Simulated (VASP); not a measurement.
# Mo (Im-3m) in VASP: single point with PBE

Aim: the single point of Mo with PBE.

Everything below comes from runs of VASP 6.6.1. Logs are shortened: lines on timing, memory, paths and dates and some standing lists are left out, and cuts for length are marked.

## (1) The cell of the first run

The structure is cubic, space group Im-3m (No. 229). The conventional cell has a = 3.160 Å, b = 3.160 Å, c = 3.160 Å, α = 90.00°, β = 90.00°, γ = 90.00°. Within 3.6 Å of Mo (site symmetry m-3m) lie 14 Mo at 2.74 to 3.16 Å.

## (2) Single point, PBE

Input file INCAR:

```
SYSTEM = Mo
PREC = Accurate
ENCUT = 520
EDIFF = 1E-7
ISMEAR = 1
SIGMA = 0.1
LREAL = .FALSE.
LASPH = .TRUE.
NELM = 60
ALGO = Fast
ISIF = 2
LWAVE = .FALSE.
LCHARG = .FALSE.
GGA = PE
NBANDS = 13
```

Input file KPOINTS:

```
Automatic mesh
0
G
  18 18 18
  0 0 0
```

Input file POSCAR:

```
Mo
1.0
   -1.5800000000      1.5800000000      1.5800000000
    1.5800000000     -1.5800000000      1.5800000000
    1.5800000000      1.5800000000     -1.5800000000
Mo
1
Direct
    0.0000000000      0.0000000000      0.0000000000
```

Potentials or basis: VASP PAW PBE potentials, release 64 (Mo_sv).

On the command line:

```
$ cat potpaw_PBE.64/Mo_sv/POTCAR > POTCAR
$ mpirun -np 1 vasp_std > vasp.out
```

OUTCAR:

```text
SYSTEM = Mo
   PREC = Accurate
   ENCUT = 520
   EDIFF = 1E-7
   ISMEAR = 1
   LREAL = .FALSE.
   LASPH = .TRUE.
   NELM = 60
   ISIF = 2
   GGA = PE

 ion  position               nearest neighbor table
   1  0.000  0.000  0.000-

  LATTYP: Found a body centered cubic cell.
 ALAT       =     3.1600000000

  Lattice vectors:

 A1 = (  -1.5800000000,   1.5800000000,   1.5800000000)
 A2 = (   1.5800000000,  -1.5800000000,   1.5800000000)
 A3 = (   1.5800000000,   1.5800000000,  -1.5800000000)

Analysis of symmetry for initial positions (statically):
=====================================================================
 Subroutine PRICEL returns:
 Original cell was already a primitive cell.

 Routine SETGRP: Setting up the symmetry group for a
 body centered cubic supercell.

 Subroutine GETGRP returns: Found 48 space group operations
 (whereof 48 operations were pure point group operations)
 out of a pool of 48 trial point group operations.

The static configuration has the point symmetry O_h .

Analysis of symmetry for dynamics (positions and initial velocities):
=====================================================================
 Subroutine PRICEL returns:
 Original cell was already a primitive cell.

 Routine SETGRP: Setting up the symmetry group for a
 body centered cubic supercell.

 Subroutine GETGRP returns: Found 48 space group operations
 (whereof 48 operations were pure point group operations)
 out of a pool of 48 trial point group operations.

The dynamic configuration has the point symmetry O_h .

 Subroutine INISYM returns: Found 48 space group operations
 (whereof 48 operations are pure point group operations),
 and found     1 'primitive' translations

----------------------------------------------------------------------------------------

                                     Primitive cell

  volume of cell :      15.7772

  direct lattice vectors                    reciprocal lattice vectors
    -1.580000000  1.580000000  1.580000000     0.000000000  0.316455696  0.316455696
     1.580000000 -1.580000000  1.580000000     0.316455696  0.000000000  0.316455696
     1.580000000  1.580000000 -1.580000000     0.316455696  0.316455696  0.000000000

  length of vectors
     2.736640276  2.736640276  2.736640276     0.447535937  0.447535937  0.447535937

  position of ions in fractional coordinates (direct lattice)
     0.000000000  0.000000000  0.000000000

  ion indices of the primitive-cell ions
[... 76 lines left out ...]
   EDIFFG = 0.1E-05   stopping-criterion for IOM
   NSW    =      0    number of steps for IOM
   IBRION =     -1    ionic relax: 0-MD 1-quasi-New 2-CG
   NFREE  =      0    steps in history (QN), initial steepest desc. (CG)
   ISIF   =      2    stress and relaxation
   ISYM   =      2    0-nonsym 1-usesym 2-fastsym
   POTIM  = 0.5000    time-step for ionic-motion
   TEBEG  =    0.0;   TEEND  =   0.0 temperature during run
   PSTRESS=    0.0 pullay stress
   NELECT =      14.0000    total number of electrons
   NUPDOWN=      -1.0000    fix difference up-down
   EMIN   =  10.00;   EMAX   =-10.00  energy-range for DOS
   EFERMI =   0.00;   METHOD = LEGACY
   ISMEAR =     1;   SIGMA  =   0.10  broadening in eV -4-tet -1-fermi 0-gaus
   EFERMI_NEDOS =   21; number of points for ismear=-14 and -15
   IALGO  =     68    algorithm
   IMIX   =      4    mixing-type and parameters
     AMIX     =   0.40;   BMIX     =  1.00
     AMIX_MAG =   1.60;   BMIX_MAG =  1.00
  volume/ion in A,a.u.               =      15.78       106.47
  Fermi-wavevector in a.u.,A,eV,Ry     =   1.573163  2.972847 33.672273  2.474842
  Thomas-Fermi vector in A             =   2.674489
   LORBIT       =      0    0 simple, 1 ext, 2 COOP (PROOUT), +10 PAW based schemes
   GGA     = PE    functional components
   LHFCALC =     F    Hartree Fock is set to
   AEXX    =    0.0000 exact exchange contribution
   IVDW    =     0    specifies the selected vdW correction
   LEPSILON=     F    determine dielectric tensor
   LRPA    =     F    only Hartree local field effects (RPA)
 non-spin polarized calculation
 RMM-DIIS sequential band-by-band and
 Methfessel and Paxton  Order N= 1 SIGMA  =   0.10
  energy-cutoff  :      520.00
  volume of cell :       15.78
 maximum number of plane-waves:       438
   NGX = 11   NGY = 11   NGZ = 11

 number of electron      14.0000004 magnetization

 Free energy of the ion-electron system (eV)
  ---------------------------------------------------
  ext. energy  EPLUGINS =         0.00000000
  ---------------------------------------------------
  free energy    TOTEN  =       -10.93358905 eV

  energy without entropy =      -10.93382356  energy(sigma->0) =      -10.93366722

 E-fermi :  12.4556     XC(G=0): -13.3381

 val. band max:       12.4435749001   @ k =   0.3889   0.1111   0.0000
 cond. band min:      12.4664969542   @ k =  -0.3889   0.4444   0.2778
 fundamental gap:      0.0229220542
 Fermi energy:        12.4556351090

 k-point     1 :       0.0000    0.0000    0.0000
  band No.  band energies     occupation
      1     -48.8342      2.00000
      2     -22.1216      2.00000
      3     -22.1216      2.00000
      4     -22.1216      2.00000
      5       5.2398      2.00000
      6      11.0989      2.00000
      7      11.0989      2.00000
      8      11.0989      2.00000
      9      14.0905     -0.00000
     10      14.0905     -0.00000
     11      27.2626      0.00000
     12      27.2626      0.00000
     13      27.2626      0.00000
[... 354 lines left out ...]
  band No.  band energies     occupation
      1     -48.5791      2.00000
      2     -23.3967      2.00000
      3     -22.5933      2.00000
      4     -22.1914      2.00000
      5       7.5847      2.00000
      6       9.2422      2.00000
      7      12.4436      1.20249
      8      13.9908     -0.00000
      9      15.1102      0.00000
     10      17.7676      0.00000
     11      24.0346      0.00000
     12      25.1913      0.00000
     13      29.3281      0.00000

 [... further k-points ...]
[... 5 lines left out ...]
  --------------------------------------------------------------------------------------
  -------------------------------------------------------------------------------------
  Total        0.0542189      0.0542189      0.0542189     -0.0000000     -0.0000000      0.0000000
  in kB        5.5059237      5.5059237      5.5059237     -0.0000000     -0.0000000      0.0000000
  external PRESSURE =       5.5059237 kB  Pullay stress =       0.0000000 kB

 VOLUME and BASIS-vectors are now :
 -----------------------------------------------------------------------------
  energy-cutoff  :      520.00
  volume of cell :       15.78
      direct lattice vectors                 reciprocal lattice vectors
    -1.580000000  1.580000000  1.580000000     0.000000000  0.316455696  0.316455696
     1.580000000 -1.580000000  1.580000000     0.316455696  0.000000000  0.316455696
     1.580000000  1.580000000 -1.580000000     0.316455696  0.316455696  0.000000000

 POSITION                                       TOTAL-FORCE (eV/Angst)
 -----------------------------------------------------------------------------------
      0.00000      0.00000      0.00000         0.000000      0.000000      0.000000
 -----------------------------------------------------------------------------------
    total drift:                                0.000000     -0.000000      0.000000

  FREE ENERGIE OF THE ION-ELECTRON SYSTEM (eV)
  ---------------------------------------------------
  free  energy   TOTEN  =       -10.9335890522 eV

  energy  without entropy=      -10.9338235601  energy(sigma->0) =      -10.93366722
```

OSZICAR:

```text
N       E                     dE             d eps       ncg     rms          rms(c)
DAV:   1     0.917988904237E+02    0.91799E+02   -0.80535E+03  5118   0.110E+03
DAV:   2    -0.104566952673E+02   -0.10226E+03   -0.98359E+02  5805   0.310E+02
DAV:   3    -0.115949215741E+02   -0.11382E+01   -0.11350E+01  5690   0.328E+01
DAV:   4    -0.115975723611E+02   -0.26508E-02   -0.26507E-02  5670   0.190E+00
DAV:   5    -0.115975899384E+02   -0.17577E-04   -0.17578E-04  5725   0.137E-01    0.144E+01
RMM:   6    -0.110134494881E+02    0.58414E+00   -0.70089E-01  5089   0.782E+00    0.414E+00
RMM:   7    -0.109364466525E+02    0.77003E-01   -0.19860E-01  5201   0.410E+00    0.109E+00
RMM:   8    -0.109337358512E+02    0.27108E-02   -0.97525E-03  5588   0.110E+00    0.119E-01
RMM:   9    -0.109335973527E+02    0.13850E-03   -0.10491E-03  5621   0.342E-01    0.510E-02
RMM:  10    -0.109335905235E+02    0.68293E-05   -0.16057E-04  5786   0.141E-01    0.112E-02
RMM:  11    -0.109335889868E+02    0.15367E-05   -0.14578E-05  5743   0.449E-02    0.168E-03
RMM:  12    -0.109335889885E+02   -0.16837E-08   -0.34428E-06  5559   0.182E-02    0.130E-03
RMM:  13    -0.109335892025E+02   -0.21403E-06   -0.46343E-07  4539   0.814E-03    0.114E-03
RMM:  14    -0.109335890506E+02    0.15193E-06   -0.18848E-07  3591   0.427E-03    0.350E-04
RMM:  15    -0.109335890522E+02   -0.16614E-08   -0.16441E-08  2341   0.135E-03
   1 F= -.10933589E+02 E0= -.10933667E+02  d E =0.234508E-03
```

stdout:

```text
POSCAR found type information on POSCAR Mo
 POSCAR found :  1 types and       1 ions
 scaLAPACK will be used
 LDA part: xc-table for (Slater+PW92), standard interpolation
 POSCAR, INCAR and KPOINTS ok, starting setup
 FFT: planning ... GRIDC
 FFT: planning ... GRID_SOFT
 FFT: planning ... GRID
 WAVECAR not read
 entering main loop
```

It took 70 s on 1 thread of AMD EPYC 7R13, shared host; peak memory 0.12 GiB.

What came out:

```
Free energy            : -10.9336 eV
Pressure               : 0.6 GPa
Band gap on the k mesh : zero (band 7 reaches 16.37 eV, above the bottom of band 8 at 11.10 eV)
```

Levels at points of the mesh, in eV from the Fermi level:
| k point | band 5 | band 6 | band 7 | band 8 | band 9 | band 10 |
| --- | --- | --- | --- | --- | --- | --- |
| (0.00, 0.00, 0.00) | -7.22 | -1.36 | -1.36 | -1.36 | 1.63 | 1.63 |
| (0.50, 0.00, 0.00) | -5.28 | -3.37 | 1.58 | 1.66 | 2.28 | 4.67 |
| (0.50, 0.50, 0.50) | -5.38 | -5.38 | 3.92 | 3.92 | 3.92 | 8.98 |
